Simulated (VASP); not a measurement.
Set up this calculation in VASP 6.6.1, as the native input.

```
Task                   : single point
Functional             : PBEsol
Potentials or basis    : VASP PAW PBE potentials, release 64 (Nb_sv, Li_sv)
Cutoff                 : 520 eV
k mesh                 : 3 × 3 × 3
Occupations            : fermi-dirac, width 0.05 eV
Spin                   : no spin polarisation
Dipole correction      : no
Further INCAR settings : LREAL = Auto; ALGO = Normal; EDIFF = 1e-07; NBANDS = 120
```

The structure of LiNb16 (a cell with a defect) lies in POSCAR:

```
LiNb16
1.0
    6.6000000000      0.0000000000      0.0000000000
    0.0000000000      6.6000000000      0.0000000000
    0.0000000000      0.0000000000      6.6000000000
Nb Li
16 1
Direct
   -0.0081666667     -0.0097575758      0.0492878788
    0.4436060606     -0.0033030303      0.0019393939
    0.0123636364      0.5035606061      0.0189393939
   -0.0300606061      0.0018484848      0.5143030303
    0.2333333333      0.2604393939      0.2530757576
    0.4544242424      0.5234393939      0.0084393939
    0.4398484848      0.0528939394      0.5794242424
    0.7728939394      0.2971666667      0.2915757576
    0.0056212121      0.5369090909      0.5331515152
    0.2620151515      0.7796060606      0.2727272727
    0.2356060606      0.2598939394      0.8198636364
    0.4692727273      0.4969090909      0.4947121212
    0.7671818182      0.7394393939      0.2536515152
    0.7282727273      0.2836060606      0.7689090909
    0.2221363636      0.7527575758      0.7567121212
    0.6931212121      0.7465303030      0.7095757576
    0.6031212121      1.0080909091      0.2950757576
```

The input as run:

INCAR

```
SYSTEM = LiNb16
PREC     = Accurate       ! precision mode
ENCUT    = 520            ! plane-wave cutoff, eV
EDIFF    = 1E-7           ! SCF threshold, eV
ISMEAR   = -1             ! smearing method
SIGMA    = 0.05           ! smearing width, eV
LREAL    = Auto         
LASPH    = .TRUE.         ! aspherical terms in the spheres
NELM     = 60             ! most SCF steps
ALGO     = Normal         ! electronic algorithm
ISIF     = 2              ! what is computed and relaxed
LWAVE    = .FALSE.        ! write WAVECAR
LCHARG   = .FALSE.        ! write CHGCAR
GGA      = PS             ! functional
NBANDS   = 120            ! bands
```

KPOINTS

```
regular mesh
0
G
  3 3 3
  0 0 0
```

Potentials or basis: VASP PAW PBE potentials, release 64 (Nb_sv, Li_sv).

Run with:

```bash
$ cat potpaw_PBE.64/Nb_sv/POTCAR potpaw_PBE.64/Li_sv/POTCAR > POTCAR
$ mpirun -np 1 vasp_std > vasp.out
```

It gave:

```yaml
Largest_force: 3.554 eV/Å
Band_gap_on_the_k_mesh: zero (an odd number of electrons rules out a gap without spin polarisation)
```

Caveat: the atoms stand as in a frame of molecular dynamics; the PAW data sets were made with another functional, which shifts forces and pressure a little.

Run time: 23 min on 1 thread of AMD EPYC 7R43 64-Core Processor (Zen 3), with other jobs on the host, peak memory 0.48 GiB.
